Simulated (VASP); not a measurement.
# SrTiO3 (Amm2) in VASP: a series of runs

The runs below take SrTiO3 through single point, with PBEsol.

Program: VASP 6.6.1. These are calculated values, not measurements. Logs are shortened: lines on timing, memory, paths and dates and some standing lists are left out, and cuts for length are marked.

### Step 1. The cell of the first run

Symmetry: Amm2, No. 38, orthorhombic system. The conventional cell has a = 3.891 Å, b = 5.503 Å, c = 5.503 Å, α = 90.00°, β = 90.00°, γ = 90.00°. Sr (site symmetry mm2) has 12 O at 2.55 to 2.95 Å and 8 Ti at 3.21 to 3.53 Å within 3.6 Å. Within 2.6 Å of Ti (site symmetry mm2) lie 6 O at 1.95 Å. O (site symmetry mm2) has 2 Ti at 1.95 Å and 1 Sr at 2.55 Å within 2.6 Å. Within 2.9 Å of O (site symmetry m) lie 2 Ti at 1.95 Å and 4 Sr at 2.66 to 2.86 Å and 8 O at 2.75 Å.

### Step 2. Single point, PBEsol

File INCAR:

```
PREC = Accurate
ENCUT = 520
EDIFF = 1E-6
ISMEAR = 0
SIGMA = 0.05
LREAL = F
LASPH = T
NELM = 80
ALGO = Normal
ISIF = 2
LWAVE = F
LCHARG = F
GGA = PS
NBANDS = 28
```

File KPOINTS:

```
Automatic mesh
0
Gamma
  8 8 8
```

File POSCAR:

```
SrTiO3
1.0
    3.8911201355      0.0000000000      0.0000000000
    0.0000000000      3.8911201355      0.0000000000
    0.0000000000      0.0000000000      3.8911201355
Sr Ti O
1 1 3
Direct
    0.0000000000      0.0363446389      0.0363446389
    0.5000000000      0.5000000000      0.5000000000
    0.0000000000      0.5000000000      0.5000000000
    0.5000000000      0.0000000000      0.5000000000
    0.5000000000      0.5000000000      0.0000000000
```

Potentials or basis: VASP PAW PBE potentials, release 64 (Sr_sv, Ti_sv, O).

Started as:

```
cat potpaw_PBE.64/Sr_sv/POTCAR potpaw_PBE.64/Ti_sv/POTCAR potpaw_PBE.64/O/POTCAR > POTCAR
mpirun -np 1 vasp_std > vasp.out
```

OUTCAR:

```text
PREC = Accurate
   ENCUT = 520
   EDIFF = 1E-6
   ISMEAR = 0
   LREAL = F
   LASPH = T
   NELM = 80
   ISIF = 2
   GGA = PS

 ion  position               nearest neighbor table
   1  0.000  0.036  0.036-   3 2.55   4 2.66   5 2.66   4 2.66   5 2.66   3 2.76   3 2.76   4 2.86
                             5 2.86   4 2.86   5 2.86   3 2.95   2 3.21   2 3.21   2 3.38   2 3.38
   2  0.500  0.500  0.500-   3 1.95   4 1.95   5 1.95   5 1.95   4 1.95   3 1.95   1 3.21   1 3.21
                             1 3.38   1 3.38   1 3.38   1 3.38   1 3.53   1 3.53
   3  0.000  0.500  0.500-   2 1.95   2 1.95   1 2.55   1 2.76   1 2.76   1 2.95
   4  0.500  0.000  0.500-   2 1.95   2 1.95   1 2.66   1 2.66   1 2.86   1 2.86
   5  0.500  0.500  0.000-   2 1.95   2 1.95   1 2.66   1 2.66   1 2.86   1 2.86

  LATTYP: Found a simple cubic cell.
 ALAT       =     3.8911201355

  Lattice vectors:

 A1 = (   3.8911201355,   0.0000000000,   0.0000000000)
 A2 = (   0.0000000000,   3.8911201355,   0.0000000000)
 A3 = (   0.0000000000,   0.0000000000,   3.8911201355)

Analysis of symmetry for initial positions (statically):
=====================================================================
 Subroutine PRICEL returns:
 Original cell was already a primitive cell.

 Routine SETGRP: Setting up the symmetry group for a
 simple cubic supercell.

 Subroutine GETGRP returns: Found  4 space group operations
 (whereof  4 operations were pure point group operations)
 out of a pool of 48 trial point group operations.

The static configuration has the point symmetry C_2v.

Analysis of symmetry for dynamics (positions and initial velocities):
=====================================================================
 Subroutine PRICEL returns:
 Original cell was already a primitive cell.

 Routine SETGRP: Setting up the symmetry group for a
 simple cubic supercell.

 Subroutine GETGRP returns: Found  4 space group operations
 (whereof  4 operations were pure point group operations)
 out of a pool of 48 trial point group operations.

The dynamic configuration has the point symmetry C_2v.

 Subroutine INISYM returns: Found  4 space group operations
 (whereof  4 operations are pure point group operations),
 and found     1 'primitive' translations

----------------------------------------------------------------------------------------

                                     Primitive cell

  volume of cell :      58.9147

  direct lattice vectors                    reciprocal lattice vectors
     3.891120136  0.000000000  0.000000000     0.256995406  0.000000000  0.000000000
     0.000000000  3.891120136  0.000000000     0.000000000  0.256995406  0.000000000
     0.000000000  0.000000000  3.891120136     0.000000000  0.000000000  0.256995406

  length of vectors
     3.891120136  3.891120136  3.891120136     0.256995406  0.256995406  0.256995406

  position of ions in fractional coordinates (direct lattice)
     0.000000000  0.036344639  0.036344639
     0.500000000  0.500000000  0.500000000
     0.000000000  0.500000000  0.500000000
     0.500000000  0.000000000  0.500000000
     0.500000000  0.500000000  0.000000000

  ion indices of the primitive-cell ions
   primitive index   ion index
                 1           1
                 2           2
                 3           3
                 4           4
                 5           5

----------------------------------------------------------------------------------------

 KPOINTS: Automatic mesh

Automatic generation of k-mesh.
 Grid dimensions read from file:
 generate k-points for:    8    8    8

 Generating k-lattice:

  Cartesian coordinates                     Fractional coordinates (reciprocal lattice)
     0.032124426  0.000000000  0.000000000     0.125000000  0.000000000  0.000000000
     0.000000000  0.032124426  0.000000000     0.000000000  0.125000000  0.000000000
     0.000000000  0.000000000  0.032124426     0.000000000  0.000000000  0.125000000

  Length of vectors
     0.032124426  0.032124426  0.032124426

  Shift w.r.t. Gamma in fractional coordinates (k-lattice)
     0.000000000  0.000000000  0.000000000

 Subroutine IBZKPT returns following result:
 ===========================================

 Found    105 irreducible k-points:

 Following reciprocal coordinates:
            Coordinates               Weight
  0.000000  0.000000  0.000000      1.000000
  0.125000  0.000000  0.000000      2.000000
  0.000000  0.125000  0.000000      4.000000
  0.250000  0.000000  0.000000      2.000000
  0.000000  0.250000  0.000000      4.000000
  0.375000  0.000000  0.000000      2.000000
[... 16 lines left out ...]
  0.125000  0.000000  0.500000      4.000000
  0.250000  0.250000  0.000000      8.000000
 [... further k-points ...]
   k-points           NKPTS =    105   k-points in BZ     NKDIM =    105   number of bands    NBANDS=     28
   number of dos      NEDOS =    301   number of ions     NIONS =      5
   total plane-waves  NPLWV =  27000
   dimension x,y,z NGX =    30 NGY =   30 NGZ =   30
   dimension x,y,z NGXF=    60 NGYF=   60 NGZF=   60
   ions per type =               1   1   3
   NGX,Y,Z   is equivalent  to a cutoff of  12.82, 12.82, 12.82 a.u.
   NGXF,Y,Z  is equivalent  to a cutoff of  25.63, 25.63, 25.63 a.u.
 SYSTEM =  unknown system
   PREC   = accura    normal or accurate (medium, high low for compatibility)
   ISTART =      0    job   : 0-new  1-cont  2-samecut
   ICHARG =      2    charge: 1-file 2-atom 10-const
   ISPIN  =      1    spin polarized calculation?
   LNONCOLLINEAR =      F non collinear calculations
   LSORBIT =      F    spin-orbit coupling
   LASPH  =      T    aspherical Exc in radial PAW
   ENCUT  =  520.0 eV  38.22 Ry    6.18 a.u.   7.23  7.23  7.23*2*pi/ulx,y,z
   NELM   =     80;   NELMIN=  2; NELMDL= -5     # of ELM steps
   EDIFF  = 0.1E-05   stopping-criterion for ELM
   LREAL  =      F    real-space projection
   EDIFFG = 0.1E-04   stopping-criterion for IOM
   NSW    =      0    number of steps for IOM
   IBRION =     -1    ionic relax: 0-MD 1-quasi-New 2-CG
   NFREE  =      0    steps in history (QN), initial steepest desc. (CG)
   ISIF   =      2    stress and relaxation
   ISYM   =      2    0-nonsym 1-usesym 2-fastsym
   POTIM  = 0.5000    time-step for ionic-motion
   TEBEG  =    0.0;   TEEND  =   0.0 temperature during run
   PSTRESS=    0.0 pullay stress
   NELECT =      40.0000    total number of electrons
   NUPDOWN=      -1.0000    fix difference up-down
   EMIN   =  10.00;   EMAX   =-10.00  energy-range for DOS
   EFERMI =   0.00;   METHOD = LEGACY
   ISMEAR =     0;   SIGMA  =   0.05  broadening in eV -4-tet -1-fermi 0-gaus
   EFERMI_NEDOS =   21; number of points for ismear=-14 and -15
   IALGO  =     38    algorithm
   IMIX   =      4    mixing-type and parameters
     AMIX     =   0.40;   BMIX     =  1.00
     AMIX_MAG =   1.60;   BMIX_MAG =  1.00
  volume/ion in A,a.u.               =      11.78        79.52
  Fermi-wavevector in a.u.,A,eV,Ry     =   1.438865  2.719061 28.168602  2.070334
  Thomas-Fermi vector in A             =   2.557785
   LORBIT       =      0    0 simple, 1 ext, 2 COOP (PROOUT), +10 PAW based schemes
   GGA     = PS    functional components
   LHFCALC =     F    Hartree Fock is set to
   AEXX    =    0.0000 exact exchange contribution
   IVDW    =     0    specifies the selected vdW correction
   LEPSILON=     F    determine dielectric tensor
   LRPA    =     F    only Hartree local field effects (RPA)
 non-spin polarized calculation
 Gauss-broadening in eV      SIGMA  =   0.05
  energy-cutoff  :      520.00
  volume of cell :       58.91
 maximum number of plane-waves:      1622
 NGX is ok and might be reduce to    30
   NGX = 15   NGY = 15   NGZ = 15

 number of electron      40.0000012 magnetization

 Free energy of the ion-electron system (eV)
  ---------------------------------------------------
  ext. energy  EPLUGINS =         0.00000000
  ---------------------------------------------------
  free energy    TOTEN  =       -41.93752515 eV

  energy without entropy =      -41.93752515  energy(sigma->0) =      -41.93752515

 E-fermi :   4.4374     XC(G=0): -11.5847

 val. band max:        4.0861100368   @ k =   0.5000   0.5000   0.5000
 cond. band min:       5.8884613227   @ k =   0.0000   0.0000   0.0000
 fundamental gap:      1.8023512858
 Fermi energy:         4.4374002937

 k-point     1 :       0.0000    0.0000    0.0000
  band No.  band energies     occupation
      1     -52.0671      2.00000
      2     -28.4808      2.00000
      3     -28.4408      2.00000
      4     -28.4336      2.00000
      5     -28.4123      2.00000
      6     -13.3296      2.00000
[... 20 lines left out ...]
     27       9.5449      0.00000
     28      10.2064      0.00000

 k-point     2 :       0.1250    0.0000    0.0000
  band No.  band energies     occupation
      1     -52.0669      2.00000
      2     -28.5094      2.00000
      3     -28.4413      2.00000
      4     -28.4331      2.00000
      5     -28.3900      2.00000
      6     -13.3320      2.00000
[... 20 lines left out ...]
     27       9.7838      0.00000
     28      10.5839      0.00000

 k-point     3 :       0.0000    0.1250    0.0000
  band No.  band energies     occupation
      1     -52.0669      2.00000
      2     -28.5071      2.00000
      3     -28.4403      2.00000
      4     -28.4362      2.00000
      5     -28.3903      2.00000
      6     -13.3378      2.00000
[... 20 lines left out ...]
     27       9.8226      0.00000
     28      10.5848      0.00000

 k-point     4 :       0.2500    0.0000    0.0000
  band No.  band energies     occupation
      1     -52.0663      2.00000
      2     -28.5579      2.00000
      3     -28.4387      2.00000
      4     -28.4320      2.00000
      5     -28.3606      2.00000
      6     -13.3941      2.00000
[... 20 lines left out ...]
     27      10.4306      0.00000
     28      11.5787      0.00000

 k-point     5 :       0.0000    0.2500    0.0000
  band No.  band energies     occupation
      1     -52.0663      2.00000
      2     -28.5532      2.00000
      3     -28.4391      2.00000
      4     -28.4351      2.00000
      5     -28.3618      2.00000
      6     -13.4073      2.00000
[... 20 lines left out ...]
     27      10.5044      0.00000
     28      11.5896      0.00000

 k-point     6 :       0.3750    0.0000    0.0000
  band No.  band energies     occupation
      1     -52.0656      2.00000
      2     -28.5971      2.00000
      3     -28.4358      2.00000
      4     -28.4308      2.00000
      5     -28.3406      2.00000
      6     -13.5037      2.00000
[... 463 lines left out ...]
      5     -28.3400      2.00000
      6     -13.4659      2.00000
[... 20 lines left out ...]
     27      11.7379      0.00000
     28      12.4722      0.00000

 k-point    22 :       0.0000    0.5000    0.1250
  band No.  band energies     occupation
      1     -52.0652      2.00000
      2     -28.5962      2.00000
      3     -28.4448      2.00000
      4     -28.4371      2.00000
      5     -28.3402      2.00000
      6     -13.4797      2.00000
[... 20 lines left out ...]
     27      11.7856      0.00000
     28      12.4050      0.00000

 k-point    23 :       0.1250    0.0000    0.5000
  band No.  band energies     occupation
      1     -52.0652      2.00000
      2     -28.5955      2.00000
      3     -28.4499      2.00000
      4     -28.4321      2.00000
      5     -28.3409      2.00000
      6     -13.4764      2.00000
[... 20 lines left out ...]
     27      11.7937      0.00000
     28      12.4287      0.00000

 k-point    24 :       0.2500    0.2500    0.0000
  band No.  band energies     occupation
      1     -52.0654      2.00000
      2     -28.5511      2.00000
      3     -28.4756      2.00000
      4     -28.4329      2.00000
      5     -28.3537      2.00000
      6     -13.2489      2.00000
[... 20 lines left out ...]
     27      11.3604      0.00000
     28      12.0441      0.00000

 [... further k-points ...]

------------------------ aborting loop because EDIFF is reached ----------------------------------------

  FORCE on cell =-STRESS in cart. coord.  units (eV):
  Direction    XX          YY          ZZ          XY          YZ          ZX
  --------------------------------------------------------------------------------------
  -------------------------------------------------------------------------------------
  Total        0.6483245      0.6204504      0.6204504      0.0000000      0.4152463      0.0000000
  in kB       17.6310871     16.8730553     16.8730553      0.0000000     11.2925595      0.0000000
  external PRESSURE =      17.1257326 kB  Pullay stress =       0.0000000 kB

 VOLUME and BASIS-vectors are now :
 -----------------------------------------------------------------------------
  energy-cutoff  :      520.00
  volume of cell :       58.91
      direct lattice vectors                 reciprocal lattice vectors
     3.891120136  0.000000000  0.000000000     0.256995406  0.000000000  0.000000000
     0.000000000  3.891120136  0.000000000     0.000000000  0.256995406  0.000000000
     0.000000000  0.000000000  3.891120136     0.000000000  0.000000000  0.256995406

 POSITION                                       TOTAL-FORCE (eV/Angst)
 -----------------------------------------------------------------------------------
      0.00000      0.14142      0.14142         0.000000     -0.585793     -0.585793
      1.94556      1.94556      1.94556         0.000000      0.436498      0.436498
      0.00000      1.94556      1.94556         0.000000      0.007563      0.007563
      1.94556      0.00000      1.94556         0.000000      0.169553     -0.027820
      1.94556      1.94556      0.00000         0.000000     -0.027820      0.169553
 -----------------------------------------------------------------------------------
    total drift:                                0.000000      0.000068      0.000068

  FREE ENERGIE OF THE ION-ELECTRON SYSTEM (eV)
  ---------------------------------------------------
  free  energy   TOTEN  =       -41.9375251481 eV

  energy  without entropy=      -41.9375251481  energy(sigma->0) =      -41.93752515
```

It took 2.6 min on 1 thread of Intel Xeon Platinum 8259CL at 2.50GHz (Skylake/Cascade Lake), shared host; peak memory 0.29 GiB.

What came out:

```
Free energy            : -41.9375 eV
Pressure               : 1.7 GPa
Largest force          : 0.828 eV/Å
Band gap on the k mesh : 1.80 eV (least direct gap 2.15 eV)
```

Forces on the atoms (eV/Å):
```
Sr   0.000 -0.586 -0.586
Ti   0.000  0.436  0.436
O    0.000  0.008  0.008
O    0.000  0.170 -0.028
O    0.000 -0.028  0.170
```

Caveat: the cell differs from its parent crystal (all Sr atoms moved -0.200 Å, as atom 1 towards its neighbour atom 3 (O) at 2.751 Å); the PAW data sets were made with another functional, which shifts forces and pressure a little.

(Continued in part 2 of 2.)
